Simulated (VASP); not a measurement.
# SnSe (Fm-3m) in VASP: settings compared

Aim: see how the results for SnSe move with the level of theory and the settings. Levels: r2SCAN0, PBE-based global hybrid with 5 % exact exchange, PBE0, PBE-based screened hybrid with 25 % exact exchange. Tasks: single point.

Everything below comes from runs of VASP 6.6.1. Logs are shortened: lines on timing, memory, paths and dates and some standing lists are left out, and cuts for length are marked.

### 1 The cell of the first run

The structure is cubic, space group Fm-3m (No. 225). Conventional cell: a = 6.020 Å, b = 6.020 Å, c = 6.020 Å, α = 90.00°, β = 90.00°, γ = 90.00°. Sn (site symmetry m-3m) has 6 Se at 3.01 Å within 4.0 Å. Within 4.0 Å of Se (site symmetry m-3m) lie 6 Sn at 3.01 Å.

### 2 Single point, r2SCAN0

Contents of POSCAR:

```
SnSe
1.0
    0.0000000000      3.0099999632      3.0099999632
    3.0099999632      0.0000000000      3.0099999632
    3.0099999632      3.0099999632      0.0000000000
Sn Se
1 1
Direct
    0.0000000000      0.0000000000      0.0000000000
    0.5000000000      0.5000000000      0.5000000000
```

Contents of INCAR.step1:

```
SYSTEM = SnSe
PREC = Accurate
ENCUT = 520
EDIFF = 1E-5
ISMEAR = 0
SIGMA = 0.05
LREAL = .FALSE.
LASPH = .TRUE.
NELM = 60
ALGO = Normal
ISIF = 2
LWAVE = .TRUE.
LCHARG = .FALSE.
GGA = PE
NBANDS = 17
```

Contents of INCAR.step2:

```
SYSTEM = SnSe
PREC = Accurate
ENCUT = 520
EDIFF = 1E-7
ISMEAR = 0
SIGMA = 0.05
LREAL = .FALSE.
LASPH = .TRUE.
NELM = 60
ALGO = Normal
ISIF = 2
LWAVE = .FALSE.
LCHARG = .FALSE.
METAGGA = R2SCAN
LHFCALC = .TRUE.
AEXX = 0.25
LMIXTAU = .TRUE.
PRECFOCK = Normal
ISTART = 1
NBANDS = 17
```

Contents of KPOINTS:

```
Automatic mesh
0
G
  4 4 4
  0 0 0
```

Potentials or basis: VASP PAW PBE potentials, release 64 (Sn_d, Se).

Started as:

```sh
cat potpaw_PBE.64/Sn_d/POTCAR potpaw_PBE.64/Se/POTCAR > POTCAR
cp INCAR.step1 INCAR
mpirun -np 1 vasp_std > vasp.out
cp INCAR.step2 INCAR
mpirun -np 1 vasp_std > vasp.out
```

OUTCAR:

```text
SYSTEM = SnSe
   PREC = Accurate
   ENCUT = 520
   EDIFF = 1E-7
   ISMEAR = 0
   LREAL = .FALSE.
   LASPH = .TRUE.
   NELM = 60
   ISIF = 2
   METAGGA = R2SCAN
   LHFCALC = .TRUE.
   AEXX = 0.25
   PRECFOCK = Normal
   ISTART = 1

 ion  position               nearest neighbor table
   1  0.000  0.000  0.000-   2 3.01   2 3.01   2 3.01   2 3.01   2 3.01   2 3.01
   2  0.500  0.500  0.500-   1 3.01   1 3.01   1 3.01   1 3.01   1 3.01   1 3.01

  LATTYP: Found a face centered cubic cell.
 ALAT       =     6.0199999264

  Lattice vectors:

 A1 = (   0.0000000000,   3.0099999632,   3.0099999632)
 A2 = (   3.0099999632,   0.0000000000,   3.0099999632)
 A3 = (   3.0099999632,   3.0099999632,   0.0000000000)

Analysis of symmetry for initial positions (statically):
=====================================================================
 Subroutine PRICEL returns:
 Original cell was already a primitive cell.

 Routine SETGRP: Setting up the symmetry group for a
 face centered cubic supercell.

 Subroutine GETGRP returns: Found 48 space group operations
 (whereof 48 operations were pure point group operations)
 out of a pool of 48 trial point group operations.

The static configuration has the point symmetry O_h .

Analysis of symmetry for dynamics (positions and initial velocities):
=====================================================================
 Subroutine PRICEL returns:
 Original cell was already a primitive cell.

 Routine SETGRP: Setting up the symmetry group for a
 face centered cubic supercell.

 Subroutine GETGRP returns: Found 48 space group operations
 (whereof 48 operations were pure point group operations)
 out of a pool of 48 trial point group operations.

The dynamic configuration has the point symmetry O_h .

 Subroutine INISYM returns: Found 48 space group operations
 (whereof 48 operations are pure point group operations),
 and found     1 'primitive' translations

----------------------------------------------------------------------------------------

                                     Primitive cell

  volume of cell :      54.5418

  direct lattice vectors                    reciprocal lattice vectors
     0.000000000  3.009999963  3.009999963    -0.166112959  0.166112959  0.166112959
     3.009999963  0.000000000  3.009999963     0.166112959 -0.166112959  0.166112959
     3.009999963  3.009999963  0.000000000     0.166112959  0.166112959 -0.166112959

  length of vectors
     4.256782771  4.256782771  4.256782771     0.287716085  0.287716085  0.287716085

  position of ions in fractional coordinates (direct lattice)
     0.000000000  0.000000000  0.000000000
     0.500000000  0.500000000  0.500000000

  ion indices of the primitive-cell ions
   primitive index   ion index
                 1           1
                 2           2

----------------------------------------------------------------------------------------

 KPOINTS: Automatic mesh

Automatic generation of k-mesh.
 Grid dimensions read from file:
 generate k-points for:    4    4    4

 Generating k-lattice:

  Cartesian coordinates                     Fractional coordinates (reciprocal lattice)
    -0.041528240  0.041528240  0.041528240     0.250000000  0.000000000  0.000000000
     0.041528240 -0.041528240  0.041528240     0.000000000  0.250000000  0.000000000
     0.041528240  0.041528240 -0.041528240     0.000000000  0.000000000  0.250000000

  Length of vectors
     0.071929021  0.071929021  0.071929021

  Shift w.r.t. Gamma in fractional coordinates (k-lattice)
     0.000000000  0.000000000  0.000000000

 Subroutine IBZKPT returns following result:
 ===========================================

 Found      8 irreducible k-points:

 Following reciprocal coordinates:
            Coordinates               Weight
  0.000000  0.000000  0.000000      1.000000
  0.250000  0.000000  0.000000      8.000000
  0.500000  0.000000  0.000000      4.000000
  0.250000  0.250000  0.000000      6.000000
  0.500000  0.250000  0.000000     24.000000
 -0.250000  0.250000  0.000000     12.000000
  0.500000  0.500000  0.000000      3.000000
 -0.250000  0.500000  0.250000      6.000000
   k-points           NKPTS =      8   k-points in BZ     NKDIM =     64   number of bands    NBANDS=     17
   number of dos      NEDOS =    301   number of ions     NIONS =      2
   total plane-waves  NPLWV =  32768
   dimension x,y,z NGX =    32 NGY =   32 NGZ =   32
   dimension x,y,z NGXF=    64 NGYF=   64 NGZF=   64
   ions per type =               1   1
   NGX,Y,Z   is equivalent  to a cutoff of  12.50, 12.50, 12.50 a.u.
   NGXF,Y,Z  is equivalent  to a cutoff of  24.99, 24.99, 24.99 a.u.
 SYSTEM =  SnSe
   PREC   = accura    normal or accurate (medium, high low for compatibility)
   ISTART =      1    job   : 0-new  1-cont  2-samecut
   ICHARG =      0    charge: 1-file 2-atom 10-const
   ISPIN  =      1    spin polarized calculation?
   LNONCOLLINEAR =      F non collinear calculations
   LSORBIT =      F    spin-orbit coupling
   LASPH  =      T    aspherical Exc in radial PAW
   ENCUT  =  520.0 eV  38.22 Ry    6.18 a.u.   7.91  7.91  7.91*2*pi/ulx,y,z
   NELM   =     60;   NELMIN=  2; NELMDL=  0     # of ELM steps
   EDIFF  = 0.1E-06   stopping-criterion for ELM
   LREAL  =      F    real-space projection
   EDIFFG = 0.1E-05   stopping-criterion for IOM
   NSW    =      0    number of steps for IOM
   IBRION =     -1    ionic relax: 0-MD 1-quasi-New 2-CG
   NFREE  =      0    steps in history (QN), initial steepest desc. (CG)
   ISIF   =      2    stress and relaxation
   ISYM   =      3    0-nonsym 1-usesym 2-fastsym
   POTIM  = 0.5000    time-step for ionic-motion
   TEBEG  =    0.0;   TEEND  =   0.0 temperature during run
   PSTRESS=    0.0 pullay stress
   NELECT =      20.0000    total number of electrons
   NUPDOWN=      -1.0000    fix difference up-down
   EMIN   =  10.00;   EMAX   =-10.00  energy-range for DOS
   EFERMI =   0.00;   METHOD = LEGACY
   ISMEAR =     0;   SIGMA  =   0.05  broadening in eV -4-tet -1-fermi 0-gaus
   EFERMI_NEDOS =   21; number of points for ismear=-14 and -15
   IALGO  =     38    algorithm
   IMIX   =      1    mixing-type and parameters
     AMIX     =   0.40;   BMIX     =  1.00
     AMIX_MAG =   1.60;   BMIX_MAG =  1.00
  volume/ion in A,a.u.               =      27.27       184.03
  Fermi-wavevector in a.u.,A,eV,Ry     =   1.171768  2.214321 18.681350  1.373041
  Thomas-Fermi vector in A             =   2.308207
   LORBIT       =      0    0 simple, 1 ext, 2 COOP (PROOUT), +10 PAW based schemes
   METAGGA = R2SCAN    functional components
   LHFCALC =     T    Hartree Fock is set to
   PRECFOCK=normal    Normal, Fast or Accurate (Low or Medium for compatibility)
   ENCUT4O =  -1.0   cutoff for four orbital integrals eV
   NKREDX  =     1    reduce k-point grid by
   NKREDY  =     1    reduce k-point grid by
   NKREDZ  =     1    reduce k-point grid by
   AEXX    =    0.2500 exact exchange contribution
   HFSCREEN=    0.0000 screening length (either q_TF or 0.3 A-1)
   HFSCREENC=   0.0000 screening length for correlation (either q_TF or 0.3 A-1)
   ENCUTFOCK=  -1.0 apply spherical cutoff to Coloumb kernel
   IVDW    =     0    specifies the selected vdW correction
   LEPSILON=     F    determine dielectric tensor
   LRPA    =     F    only Hartree local field effects (RPA)
 non-spin polarized calculation
 Gauss-broadening in eV      SIGMA  =   0.05
  energy-cutoff  :      520.00
  volume of cell :       54.54
 maximum number of plane-waves:      1480
  NGX = 24; NGY = 24; NGZ = 24

 number of electron      20.0000005 magnetization

 Free energy of the ion-electron system (eV)
  ---------------------------------------------------
  ext. energy  EPLUGINS =         0.00000000
  ---------------------------------------------------
  free energy    TOTEN  =       -34.77282285 eV

  energy without entropy =      -34.77282285  energy(sigma->0) =      -34.77282285

 E-fermi :   5.6132     XC(G=0):  -7.9987

 val. band max:        5.3972487568   @ k =   0.5000   0.0000   0.0000
 cond. band min:       6.3625735105   @ k =   0.5000   0.0000   0.0000
 fundamental gap:      0.9653247537
 Fermi energy:         5.6132434271

 k-point     1 :       0.0000    0.0000    0.0000
  band No.  band energies     occupation
      1     -19.5040      2.00000
      2     -19.5040      2.00000
      3     -19.4934      2.00000
      4     -19.4934      2.00000
      5     -19.4934      2.00000
      6     -11.0031      2.00000
[... 9 lines left out ...]
     16      12.3810      0.00000
     17      14.7755      0.00000

 k-point     2 :       0.2500    0.0000    0.0000
  band No.  band energies     occupation
      1     -19.5083      2.00000
      2     -19.5083      2.00000
      3     -19.4924      2.00000
      4     -19.4877      2.00000
      5     -19.4877      2.00000
      6     -10.5411      2.00000
[... 9 lines left out ...]
     16      13.8348      0.00000
     17      18.3315      0.00000

 k-point     3 :       0.5000    0.0000    0.0000
  band No.  band energies     occupation
      1     -19.5134      2.00000
      2     -19.5134      2.00000
      3     -19.4914      2.00000
      4     -19.4814      2.00000
      5     -19.4814      2.00000
      6      -9.9315      2.00000
[... 9 lines left out ...]
     16      17.0766      0.00000
     17      17.0766      0.00000

 k-point     4 :       0.2500    0.2500    0.0000
  band No.  band energies     occupation
      1     -19.5191      2.00000
      2     -19.5002      2.00000
      3     -19.4968      2.00000
      4     -19.4846      2.00000
      5     -19.4846      2.00000
      6     -10.3873      2.00000
[... 9 lines left out ...]
     16      15.9428      0.00000
     17      15.9428      0.00000

 k-point     5 :       0.5000    0.2500    0.0000
  band No.  band energies     occupation
      1     -19.5253      2.00000
      2     -19.5043      2.00000
      3     -19.4934      2.00000
      4     -19.4817      2.00000
      5     -19.4789      2.00000
      6      -9.7819      2.00000
[... 9 lines left out ...]
     16      17.6062      0.00000
     17      18.3866      0.00000

 k-point     6 :      -0.2500    0.2500    0.0000
  band No.  band energies     occupation
      1     -19.5149      2.00000
      2     -19.5107      2.00000
      3     -19.4887      2.00000
      4     -19.4847      2.00000
      5     -19.4839      2.00000
      6      -9.9820      2.00000
[... 9 lines left out ...]
     16      16.0150      0.00000
     17      17.2385      0.00000

 k-point     7 :       0.5000    0.5000    0.0000
  band No.  band energies     occupation
      1     -19.5387      2.00000
      2     -19.5002      2.00000
      3     -19.4963      2.00000
      4     -19.4754      2.00000
      5     -19.4754      2.00000
      6      -9.6061      2.00000
[... 9 lines left out ...]
     16      18.6932      0.00000
     17      19.5932      0.00000

 k-point     8 :      -0.2500    0.5000    0.2500
  band No.  band energies     occupation
      1     -19.5282      2.00000
      2     -19.5047      2.00000
      3     -19.4880      2.00000
      4     -19.4880      2.00000
      5     -19.4754      2.00000
      6      -9.5744      2.00000
[... 9 lines left out ...]
     16      18.2190      0.00000
     17      19.7459      0.00000

------------------------ aborting loop because EDIFF is reached ----------------------------------------

  FORCE on cell =-STRESS in cart. coord.  units (eV):
  Direction    XX          YY          ZZ          XY          YZ          ZX
  --------------------------------------------------------------------------------------
  -------------------------------------------------------------------------------------
  Total       -0.8202314     -0.8202314     -0.8202314      0.0000000     -0.0000000      0.0000000
  in kB      -24.0944769    -24.0944769    -24.0944769      0.0000000     -0.0000000      0.0000000
  external PRESSURE =     -24.0944769 kB  Pullay stress =       0.0000000 kB

 VOLUME and BASIS-vectors are now :
 -----------------------------------------------------------------------------
  energy-cutoff  :      520.00
  volume of cell :       54.54
      direct lattice vectors                 reciprocal lattice vectors
     0.000000000  3.009999963  3.009999963    -0.166112959  0.166112959  0.166112959
     3.009999963  0.000000000  3.009999963     0.166112959 -0.166112959  0.166112959
     3.009999963  3.009999963  0.000000000     0.166112959  0.166112959 -0.166112959

 POSITION                                       TOTAL-FORCE (eV/Angst)
 -----------------------------------------------------------------------------------
      0.00000      0.00000      0.00000         0.000000     -0.000000      0.000000
      3.01000      3.01000      3.01000        -0.000000      0.000000     -0.000000
 -----------------------------------------------------------------------------------
    total drift:                               -0.000000      0.000001      0.000000

  FREE ENERGIE OF THE ION-ELECTRON SYSTEM (eV)
  ---------------------------------------------------
  free  energy   TOTEN  =       -34.7728228492 eV

  energy  without entropy=      -34.7728228492  energy(sigma->0) =      -34.77282285
```

It took 17 min on 1 thread of AMD EPYC 7R43 (Zen 3), shared host; peak memory 0.16 GiB.

Results:

```yaml
Free_energy: -34.7728 eV
Pressure: -2.4 GPa
Band_gap_on_the_k_mesh: 0.97 eV
```

Levels at points of the mesh, in eV from the valence-band top:
```csv
k point,band 7,band 8,band 9,band 10,band 11,band 12,band 13,band 14
"(0.00, 0.00, 0.00)",-5.95,-3.23,-3.23,-3.23,5.48,5.48,5.48,6.98
"(0.50, 0.00, 0.00)",-9.72,-2.95,-2.95,0.00,0.97,1.92,1.92,9.61
"(0.50, 0.50, 0.00)",-7.18,-6.90,-4.84,-4.84,3.89,6.65,6.65,7.35
```

Caveat: the k points lie up to 0.45 Å⁻¹ apart; the PAW data sets were made with another functional, which shifts forces and pressure a little; spin-orbit coupling is left out, which moves the levels of the heavy elements.

### 3 Single point, PBE-based global hybrid with 5 % exact exchange

POSCAR is that of step 2.

Contents of INCAR.step1:

```
ALGO = Normal
EDIFF = 1E-5
ENCUT = 520
GGA = PE
ISIF = 2
ISMEAR = 0
LASPH = T
LCHARG = F
LREAL = F
LWAVE = T
NBANDS = 17
NELM = 80
PREC = Accurate
SIGMA = 0.05
```

Contents of INCAR.step2:

```
AEXX = 0.05
ALGO = Normal
EDIFF = 1E-6
ENCUT = 520
GGA = PE
ISIF = 2
ISMEAR = 0
ISTART = 1
LASPH = T
LCHARG = F
LHFCALC = T
LREAL = F
LWAVE = F
NBANDS = 17
NELM = 80
PREC = Accurate
PRECFOCK = Normal
SIGMA = 0.05
```

Contents of KPOINTS:

```
k-points
0
Gamma
  4 4 4
```

Potentials or basis: VASP PAW PBE potentials, release 64 (Sn_d, Se).

Started as:

```sh
cat potpaw_PBE.64/Sn_d/POTCAR potpaw_PBE.64/Se/POTCAR > POTCAR
cp INCAR.step1 INCAR
mpirun -np 1 vasp_std > vasp.out
cp INCAR.step2 INCAR
mpirun -np 1 vasp_std > vasp.out
```

OUTCAR:

```text
AEXX = 0.05
   EDIFF = 1E-6
   ENCUT = 520
   GGA = PE
   ISIF = 2
   ISMEAR = 0
   ISTART = 1
   LASPH = T
   LHFCALC = T
   LREAL = F
   NELM = 80
   PREC = Accurate
   PRECFOCK = Normal

 ion  position               nearest neighbor table
   1  0.000  0.000  0.000-   2 3.01   2 3.01   2 3.01   2 3.01   2 3.01   2 3.01
   2  0.500  0.500  0.500-   1 3.01   1 3.01   1 3.01   1 3.01   1 3.01   1 3.01

  LATTYP: Found a face centered cubic cell.
 ALAT       =     6.0199999264

  Lattice vectors:

 A1 = (   0.0000000000,   3.0099999632,   3.0099999632)
 A2 = (   3.0099999632,   0.0000000000,   3.0099999632)
 A3 = (   3.0099999632,   3.0099999632,   0.0000000000)

Analysis of symmetry for initial positions (statically):
=====================================================================
 Subroutine PRICEL returns:
 Original cell was already a primitive cell.

 Routine SETGRP: Setting up the symmetry group for a
 face centered cubic supercell.

 Subroutine GETGRP returns: Found 48 space group operations
[... 151 lines left out ...]
  ---------------------------------------------------
  free energy    TOTEN  =        -8.76775608 eV

  energy without entropy =       -8.76775608  energy(sigma->0) =       -8.76775608

 E-fermi :   5.7322     XC(G=0):  -9.2276

 val. band max:        5.4996227967   @ k =   0.5000   0.0000   0.0000
 cond. band min:       6.1705724808   @ k =   0.5000   0.0000   0.0000
 fundamental gap:      0.6709496841
 Fermi energy:         5.7322306123

 k-point     1 :       0.0000    0.0000    0.0000
  band No.  band energies     occupation
      1     -16.6416      2.00000
      2     -16.6416      2.00000
      3     -16.6404      2.00000
      4     -16.6404      2.00000
      5     -16.6404      2.00000
      6      -8.7770      2.00000
[... 137 lines left out ...]
      4     -16.6351      2.00000
      5     -16.6229      2.00000
      6      -7.5222      2.00000
[... 9 lines left out ...]
     16      17.0376      0.00000
     17      18.5470      0.00000

------------------------ aborting loop because EDIFF is reached ----------------------------------------

  FORCE on cell =-STRESS in cart. coord.  units (eV):
  Direction    XX          YY          ZZ          XY          YZ          ZX
  --------------------------------------------------------------------------------------
  -------------------------------------------------------------------------------------
  Total       -0.2612643     -0.2612643     -0.2612643      0.0000000      0.0000000      0.0000000
  in kB       -7.6746954     -7.6746954     -7.6746954      0.0000000      0.0000000      0.0000000
  external PRESSURE =      -7.6746954 kB  Pullay stress =       0.0000000 kB

 VOLUME and BASIS-vectors are now :
 -----------------------------------------------------------------------------
  energy-cutoff  :      520.00
  volume of cell :       54.54
      direct lattice vectors                 reciprocal lattice vectors
     0.000000000  3.009999963  3.009999963    -0.166112959  0.166112959  0.166112959
     3.009999963  0.000000000  3.009999963     0.166112959 -0.166112959  0.166112959
     3.009999963  3.009999963  0.000000000     0.166112959  0.166112959 -0.166112959

 POSITION                                       TOTAL-FORCE (eV/Angst)
 -----------------------------------------------------------------------------------
      0.00000      0.00000      0.00000         0.000000     -0.000000     -0.000000
      3.01000      3.01000      3.01000        -0.000000      0.000000      0.000000
 -----------------------------------------------------------------------------------
    total drift:                               -0.000001     -0.000000     -0.000001

  FREE ENERGIE OF THE ION-ELECTRON SYSTEM (eV)
  ---------------------------------------------------
  free  energy   TOTEN  =        -8.7677560819 eV

  energy  without entropy=       -8.7677560819  energy(sigma->0) =       -8.76775608
```

It took 14 min on 1 thread of AMD EPYC 7R43 (Zen 3), shared host; peak memory 0.15 GiB.

What came out:

| Property | Result |
| --- | --- |
| Free energy | -8.7678 eV |
| Pressure | -0.8 GPa |
| Band gap on the k mesh | 0.67 eV |

Levels at points of the mesh, in eV from the valence-band top:
| k point | band 7 | band 8 | band 9 | band 10 | band 11 | band 12 | band 13 | band 14 |
| --- | --- | --- | --- | --- | --- | --- | --- | --- |
| (0.00, 0.00, 0.00) | -5.21 | -2.35 | -2.35 | -2.35 | 4.56 | 4.56 | 4.56 | 6.08 |
| (0.50, 0.00, 0.00) | -8.29 | -2.10 | -2.10 | 0.00 | 0.67 | 1.42 | 1.42 | 8.46 |
| (0.50, 0.50, 0.00) | -6.17 | -5.69 | -3.81 | -3.81 | 3.19 | 5.60 | 5.60 | 6.21 |

Caveat: the k points lie up to 0.45 Å⁻¹ apart; the PAW data sets were made with another functional, which shifts forces and pressure a little; spin-orbit coupling is left out, which moves the levels of the heavy elements. A k mesh can miss the band edges.

[end of part 1 of 2]
